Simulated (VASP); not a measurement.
# Si (P2_1) in VASP: single point with PBE

Aim: the single point of Si with PBE.

All numbers are computed with VASP 6.6.1; they aren't measurements. Logs are shortened: lines on timing, memory, paths and dates and some standing lists are left out, and cuts for length are marked.

**1. The cell of the first run**

The structure is monoclinic, space group P2_1 (No. 4). The conventional cell has a = 3.868 Å, b = 5.470 Å, c = 3.868 Å, α = 90.00°, β = 90.00°, γ = 90.00°. Si (site symmetry 1) has 4 Si at 2.35 to 2.40 Å within 3.1 Å. Within 3.1 Å of Si (site symmetry 1) lie 4 Si at 2.35 to 2.40 Å.

**2. Single point, PBE (atoms displaced along several vibrational modes)**

INCAR

```
SYSTEM = Si
PREC = Accurate
ENCUT = 520
EDIFF = 1E-6
ISMEAR = 0
SIGMA = 0.05
LREAL = .FALSE.
LASPH = .TRUE.
NELM = 100
ALGO = Normal
ISIF = 2
LWAVE = .FALSE.
LCHARG = .TRUE.
GGA = PE
LELF = .TRUE.
LVHAR = .TRUE.
NBANDS = 16
```

KPOINTS

```
Automatic mesh
0
G
  8 8 6
  0 0 0
```

POSCAR

```
Si
1.0
    0.0000000000     -2.7347607592     -2.7347607592
    0.0000000000      2.7347607592     -2.7347607592
    5.4695215184      0.0000000000      0.0000000000
Si
4
Direct
    0.5105296562      0.5263179864      0.0000000000
   -0.0105296562     -0.0263179864      0.5000000000
    1.0053265583      0.4679290217      0.2500000000
    0.4946734417      0.0320709783      0.7500000000
```

Potentials or basis: VASP PAW PBE potentials, release 64 (Si).

Started as:

```
$ cat potpaw_PBE.64/Si/POTCAR > POTCAR
$ mpirun -np 1 vasp_std > vasp.out
```

OUTCAR:

```text
SYSTEM = Si
   PREC = Accurate
   ENCUT = 520
   EDIFF = 1E-6
   ISMEAR = 0
   LREAL = .FALSE.
   LASPH = .TRUE.
   NELM = 100
   ISIF = 2
   GGA = PE

 ion  position               nearest neighbor table
   1  0.511  0.526  0.000-   4 2.35   3 2.36   4 2.39   3 2.40
   2  0.989  0.974  0.500-   3 2.35   4 2.36   3 2.39   4 2.40
   3  0.005  0.468  0.250-   2 2.35   1 2.36   2 2.39   1 2.40
   4  0.495  0.032  0.750-   1 2.35   2 2.36   1 2.39   2 2.40

  LATTYP: Found a simple tetragonal cell.
 ALAT       =     3.8675357555
 C/A-ratio  =     1.4142135624

  Lattice vectors:

 A1 = (   0.0000000000,  -2.7347607592,  -2.7347607592)
 A2 = (   0.0000000000,   2.7347607592,  -2.7347607592)
 A3 = (   5.4695215184,   0.0000000000,   0.0000000000)

Analysis of symmetry for initial positions (statically):
=====================================================================
 Subroutine PRICEL returns:
 Original cell was already a primitive cell.

 Routine SETGRP: Setting up the symmetry group for a
 simple tetragonal supercell.

 Subroutine GETGRP returns: Found  2 space group operations
 (whereof  1 operations were pure point group operations)
 out of a pool of 16 trial point group operations.

The static configuration has the point symmetry C_1 .
 The point group associated with its full space group is C_2 .

Analysis of symmetry for dynamics (positions and initial velocities):
=====================================================================
 Subroutine PRICEL returns:
 Original cell was already a primitive cell.

 Routine SETGRP: Setting up the symmetry group for a
 simple tetragonal supercell.

 Subroutine GETGRP returns: Found  2 space group operations
 (whereof  1 operations were pure point group operations)
 out of a pool of 16 trial point group operations.

The dynamic configuration has the point symmetry C_1 .
 The point group associated with its full space group is C_2 .

 Subroutine INISYM returns: Found  2 space group operations
 (whereof  1 operations are pure point group operations),
 and found     1 'primitive' translations

----------------------------------------------------------------------------------------

                                     Primitive cell

  volume of cell :      81.8122

  direct lattice vectors                    reciprocal lattice vectors
     0.000000000 -2.734760759 -2.734760759     0.000000000 -0.182831349 -0.182831349
     0.000000000  2.734760759 -2.734760759     0.000000000  0.182831349 -0.182831349
     5.469521518  0.000000000  0.000000000     0.182831349  0.000000000  0.000000000

  length of vectors
     3.867535756  3.867535756  5.469521518     0.258562574  0.258562574  0.182831349

  position of ions in fractional coordinates (direct lattice)
     0.510529656  0.526317986  0.000000000
     0.989470344  0.973682014  0.500000000
     0.005326558  0.467929022  0.250000000
     0.494673442  0.032070978  0.750000000

  ion indices of the primitive-cell ions
   primitive index   ion index
                 1           1
                 2           2
                 3           3
                 4           4

----------------------------------------------------------------------------------------

 KPOINTS: Automatic mesh

Automatic generation of k-mesh.
 Grid dimensions read from file:
 generate k-points for:    8    8    6

 Generating k-lattice:

  Cartesian coordinates                     Fractional coordinates (reciprocal lattice)
     0.000000000 -0.022853919 -0.022853919     0.125000000  0.000000000  0.000000000
     0.000000000  0.022853919 -0.022853919     0.000000000  0.125000000  0.000000000
     0.030471892  0.000000000  0.000000000     0.000000000  0.000000000  0.166666667

  Length of vectors
     0.032320322  0.032320322  0.030471892

  Shift w.r.t. Gamma in fractional coordinates (k-lattice)
     0.000000000  0.000000000  0.000000000

 Subroutine IBZKPT returns following result:
 ===========================================

 Found    136 irreducible k-points:

 Following reciprocal coordinates:
            Coordinates               Weight
  0.000000  0.000000  0.000000      1.000000
  0.125000  0.000000  0.000000      2.000000
  0.000000  0.125000  0.000000      2.000000
  0.250000  0.000000  0.000000      2.000000
  0.000000  0.250000  0.000000      2.000000
  0.375000  0.000000  0.000000      2.000000
[... 16 lines left out ...]
 -0.250000  0.250000  0.000000      2.000000
  0.375000  0.250000  0.000000      2.000000
 [... further k-points ...]
   k-points           NKPTS =    136   k-points in BZ     NKDIM =    136   number of bands    NBANDS=     16
   number of dos      NEDOS =    301   number of ions     NIONS =      4
   total plane-waves  NPLWV =  37800
   dimension x,y,z NGX =    30 NGY =   30 NGZ =   42
   dimension x,y,z NGXF=    60 NGYF=   60 NGZF=   84
   ions per type =               4
   NGX,Y,Z   is equivalent  to a cutoff of  12.90, 12.90, 12.77 a.u.
   NGXF,Y,Z  is equivalent  to a cutoff of  25.79, 25.79, 25.53 a.u.
 SYSTEM =  Si
   PREC   = accura    normal or accurate (medium, high low for compatibility)
   ISTART =      0    job   : 0-new  1-cont  2-samecut
   ICHARG =      2    charge: 1-file 2-atom 10-const
   ISPIN  =      1    spin polarized calculation?
   LNONCOLLINEAR =      F non collinear calculations
   LSORBIT =      F    spin-orbit coupling
   LASPH  =      T    aspherical Exc in radial PAW
   ENCUT  =  520.0 eV  38.22 Ry    6.18 a.u.   7.19  7.19 10.17*2*pi/ulx,y,z
   NELM   =    100;   NELMIN=  2; NELMDL= -5     # of ELM steps
   EDIFF  = 0.1E-05   stopping-criterion for ELM
   LREAL  =      F    real-space projection
   EDIFFG = 0.1E-04   stopping-criterion for IOM
   NSW    =      0    number of steps for IOM
   IBRION =     -1    ionic relax: 0-MD 1-quasi-New 2-CG
   NFREE  =      0    steps in history (QN), initial steepest desc. (CG)
   ISIF   =      2    stress and relaxation
   ISYM   =      2    0-nonsym 1-usesym 2-fastsym
   POTIM  = 0.5000    time-step for ionic-motion
   TEBEG  =    0.0;   TEEND  =   0.0 temperature during run
   PSTRESS=    0.0 pullay stress
   NELECT =      16.0000    total number of electrons
   NUPDOWN=      -1.0000    fix difference up-down
   EMIN   =  10.00;   EMAX   =-10.00  energy-range for DOS
   EFERMI =   0.00;   METHOD = LEGACY
   ISMEAR =     0;   SIGMA  =   0.05  broadening in eV -4-tet -1-fermi 0-gaus
   EFERMI_NEDOS =   21; number of points for ismear=-14 and -15
   IALGO  =     38    algorithm
   IMIX   =      4    mixing-type and parameters
     AMIX     =   0.40;   BMIX     =  1.00
     AMIX_MAG =   1.60;   BMIX_MAG =  1.00
  volume/ion in A,a.u.               =      20.45       138.02
  Fermi-wavevector in a.u.,A,eV,Ry     =   0.950259  1.795730 12.285964  0.902993
  Thomas-Fermi vector in A             =   2.078619
   LORBIT       =      0    0 simple, 1 ext, 2 COOP (PROOUT), +10 PAW based schemes
   GGA     = PE    functional components
   LHFCALC =     F    Hartree Fock is set to
   AEXX    =    0.0000 exact exchange contribution
   IVDW    =     0    specifies the selected vdW correction
   LEPSILON=     F    determine dielectric tensor
   LRPA    =     F    only Hartree local field effects (RPA)
 non-spin polarized calculation
 Gauss-broadening in eV      SIGMA  =   0.05
  energy-cutoff  :      520.00
  volume of cell :       81.81
 maximum number of plane-waves:      2248
 NGX is ok and might be reduce to    30
   NGX = 15   NGY = 15   NGZ = 21

 number of electron      15.9999999 magnetization

 Free energy of the ion-electron system (eV)
  ---------------------------------------------------
  ext. energy  EPLUGINS =         0.00000000
  ---------------------------------------------------
  free energy    TOTEN  =       -21.62582863 eV

  energy without entropy =      -21.62582863  energy(sigma->0) =      -21.62582863

 E-fermi :   5.9218     XC(G=0):  -9.3382

 val. band max:        5.6632338170   @ k =   0.0000   0.0000   0.0000
 cond. band min:       6.2238146977   @ k =  -0.3750   0.3750   0.0000
 fundamental gap:      0.5605808807
 Fermi energy:         5.9217781035

 k-point     1 :       0.0000    0.0000    0.0000
  band No.  band energies     occupation
      1      -6.1898      2.00000
      2      -2.1390      2.00000
      3      -2.0934      2.00000
      4       2.8292      2.00000
      5       2.8637      2.00000
      6       5.3908      2.00000
[... 8 lines left out ...]
     15      13.0896      0.00000
     16      13.3015      0.00000

 k-point     2 :       0.1250    0.0000    0.0000
  band No.  band energies     occupation
      1      -6.0561      2.00000
      2      -2.2097      2.00000
      3      -1.9477      2.00000
      4       2.1926      2.00000
      5       2.9450      2.00000
      6       4.6166      2.00000
[... 8 lines left out ...]
     15      12.6680      0.00000
     16      13.1794      0.00000

 k-point     3 :       0.0000    0.1250    0.0000
  band No.  band energies     occupation
      1      -6.0554      2.00000
      2      -2.1640      2.00000
      3      -1.9931      2.00000
      4       2.1595      2.00000
      5       2.9620      2.00000
      6       4.5243      2.00000
[... 8 lines left out ...]
     15      12.6489      0.00000
     16      13.1734      0.00000

 k-point     4 :       0.2500    0.0000    0.0000
  band No.  band energies     occupation
      1      -5.6603      2.00000
      2      -2.5490      2.00000
      3      -1.5117      2.00000
      4       1.4351      2.00000
      5       2.9800      2.00000
      6       3.2584      2.00000
[... 8 lines left out ...]
     15      11.9064      0.00000
     16      12.8215      0.00000
[... 324 lines left out ...]
 k-point    22 :       0.2500    0.2500    0.0000
  band No.  band energies     occupation
      1      -5.1267      2.00000
      2      -1.9814      2.00000
      3      -1.9382      2.00000
      4       1.8197      2.00000
      5       1.8802      2.00000
      6       2.1323      2.00000
[... 8 lines left out ...]
     15      11.3459      0.00000
     16      11.3704      0.00000

 k-point    23 :      -0.2500    0.2500    0.0000
  band No.  band energies     occupation
      1      -5.1267      2.00000
      2      -1.9799      2.00000
      3      -1.9394      2.00000
      4       1.8214      2.00000
      5       1.8800      2.00000
      6       2.1267      2.00000
[... 8 lines left out ...]
     15      11.3359      0.00000
     16      11.3744      0.00000

 k-point    24 :       0.3750    0.2500    0.0000
  band No.  band energies     occupation
      1      -4.4867      2.00000
      2      -2.7283      2.00000
      3      -1.2392      2.00000
      4       0.8962      2.00000
      5       1.8246      2.00000
      6       2.3407      2.00000
[... 8 lines left out ...]
     15      12.3372      0.00000
     16      12.9795      0.00000

 [... further k-points ...]

------------------------ aborting loop because EDIFF is reached ----------------------------------------

  FORCE on cell =-STRESS in cart. coord.  units (eV):
  Direction    XX          YY          ZZ          XY          YZ          ZX
  --------------------------------------------------------------------------------------
  -------------------------------------------------------------------------------------
  Total       -0.2601825     -0.1943350     -0.2920398      0.0000000     -0.0912916      0.0000000
  in kB       -5.0953106     -3.8057801     -5.7191906      0.0000000     -1.7878176      0.0000000
  external PRESSURE =      -4.8734271 kB  Pullay stress =       0.0000000 kB

 VOLUME and BASIS-vectors are now :
 -----------------------------------------------------------------------------
  energy-cutoff  :      520.00
  volume of cell :       81.81
      direct lattice vectors                 reciprocal lattice vectors
     0.000000000 -2.734760759 -2.734760759     0.000000000 -0.182831349 -0.182831349
     0.000000000  2.734760759 -2.734760759     0.000000000  0.182831349 -0.182831349
     5.469521518  0.000000000  0.000000000     0.182831349  0.000000000  0.000000000

 POSITION                                       TOTAL-FORCE (eV/Angst)
 -----------------------------------------------------------------------------------
      0.00000      0.04318     -2.83553         0.101994      0.157359      0.212859
      2.73476     -0.04318     -5.36875         0.101994     -0.157359     -0.212859
      1.36738      1.26511     -1.29424        -0.101994      0.254965     -0.441015
      4.10214     -1.26511     -1.44052        -0.101994     -0.254965      0.441015
 -----------------------------------------------------------------------------------
    total drift:                                0.000006     -0.000000     -0.000000

  FREE ENERGIE OF THE ION-ELECTRON SYSTEM (eV)
  ---------------------------------------------------
  free  energy   TOTEN  =       -21.6258286256 eV

  energy  without entropy=      -21.6258286256  energy(sigma->0) =      -21.62582863
```

Wall time 60 s (1 thread of AMD EPYC 9R45 (Zen 5), shared host); peak memory 0.23 GiB.

What came out:

```
Free energy            : -21.6258 eV
Pressure               : -0.5 GPa
Largest force          : 0.520 eV/Å
Band gap on the k mesh : 0.56 eV (least direct gap 0.71 eV)
```

Forces in eV/Å, atoms in the order of the input:
```
Si   0.102  0.157  0.213
Si   0.102 -0.157 -0.213
Si  -0.102  0.255 -0.441
Si  -0.102 -0.255  0.441
```

Caveat: the cell differs from its parent crystal (atoms displaced along several vibrational modes). A k mesh can miss the band edges.
